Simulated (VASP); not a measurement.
C: single point with revPBE+D3(BJ)

C:

```
CELL_PARAMETERS angstrom
2.55529 0.00000 0.00000
-1.27764 2.21295 0.00000
0.00000 0.00000 8.34550
ATOMIC_POSITIONS crystal
C 0.66667 0.33333 0.84375
C 0.33333 0.66667 0.34375
C 0.66667 0.33333 0.65625
C 0.33333 0.66667 0.15625
C 0.00000 0.00000 0.90625
C 0.00000 0.00000 0.40625
C 0.00000 0.00000 0.59375
C 0.00000 0.00000 0.09375
```

```json
{
  "Program": "VASP 6.6.1",
  "Task": "single point",
  "Functional": "revPBE",
  "Dispersion": "D3(BJ)",
  "Potentials or basis": "VASP PAW PBE potentials, release 64 (C)",
  "Cutoff": "520 eV",
  "k mesh": "12 × 12 × 4",
  "Occupations": "fermi-dirac, width 0.05 eV",
  "Spin": "no spin polarisation"
}
```

```yaml
Pressure: -19.2 GPa
Largest_force: 0.302 eV/Å
Band_gap_on_the_k_mesh: 4.32 eV (least direct gap 5.10 eV)
Dispersion_energy_per_atom: -0.380 eV
```

Forces in eV/Å, atoms in the order of the input:
```
C    0.000  0.000  0.299
C    0.000  0.000  0.299
C    0.000  0.000 -0.299
C    0.000  0.000 -0.299
C    0.000  0.000  0.302
C    0.000  0.000  0.302
C    0.000  0.000 -0.302
C    0.000  0.000 -0.302
```

Stress tensor (GPa, compression positive):
```
-22.91   0.00   0.00
  0.00 -22.91   0.00
  0.00   0.00 -11.85
```

Levels at points of the mesh, in eV from the valence-band top:
| k point | band 12 | band 13 | band 14 | band 15 | band 16 | band 17 | band 18 | band 19 | band 20 | band 21 |
| --- | --- | --- | --- | --- | --- | --- | --- | --- | --- | --- |
| (0.00, 0.00, 0.00) | -1.68 | -1.68 | -0.21 | 0.00 | 0.00 | 5.10 | 5.10 | 5.60 | 6.87 | 6.87 |
| (0.50, 0.00, 0.00) | -4.85 | -4.83 | -4.41 | -3.57 | -2.83 | 4.37 | 5.44 | 5.76 | 5.91 | 6.70 |
| (0.00, 0.00, 0.50) | -2.48 | -0.65 | -0.65 | -0.65 | -0.65 | 5.86 | 5.86 | 5.86 | 5.86 | 6.52 |
| (0.50, 0.00, 0.50) | -5.85 | -4.57 | -4.57 | -3.53 | -3.53 | 4.72 | 4.72 | 6.99 | 6.99 | 7.38 |

Run time: 74 s on 1 thread of Intel Xeon 8259CL, on a shared host, peak memory 0.21 GiB.

Caveat: the cell stands under tension; the PAW data sets were made with another functional, which shifts forces and pressure a little. As with any semilocal functional, this revPBE gap is likely too small.
